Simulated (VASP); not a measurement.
HfO2:

```
Hf O
1.0
     5.08032    0.00000    0.00000
     0.00000    5.16487    0.00000
     0.00000    0.00000    4.89088
Hf O
4 8
Direct
  0.22259 0.78180 0.27207
  0.72259 0.71820 0.72793
  0.77741 0.21820 0.27207
  0.27741 0.28180 0.72793
  0.18682 0.16365 0.10453
  0.68682 0.33635 0.89547
  0.81318 0.83635 0.10453
  0.31318 0.66365 0.89547
  0.00000 0.50000 0.48905
  0.50000 0.00000 0.51095
  0.00000 0.00000 0.57562
  0.50000 0.50000 0.42438
```

Base run:

- Program: VASP 6.6.1
- Functional: PBEsol
- Potentials or basis: VASP PAW PBE potentials, release 64 (Hf_pv, O)
- Cutoff: 520 eV
- k mesh: 5 × 5 × 6
- Occupations: fermi-dirac, width 0.05 eV
- Spin: no spin polarisation
- Hubbard terms: Hf d U = 3.5 eV

Its results: band gap on the k mesh 4.15 eV (least direct gap 4.25 eV); pressure 9.8 GPa; largest force 0.555 eV/Å.

Task: The run is repeated on the same cell with these changes: hubbard terms from Hf d U = 3.5 eV to none; dispersion from none to D3(BJ). What comes out?

Result: Band gap on the k mesh 3.73 eV; pressure -5.1 GPa; largest force 0.091 eV/Å.

Several settings changed at once.

Caveats: the PAW data sets were made with another functional, which shifts forces and pressure a little; spin-orbit coupling is left out, which moves the levels of the heavy elements; the cell stands under pressure (at least some runs); three body term missing (at least some runs); the cell stands under tension (at least some runs).

A k mesh can miss the band edges.
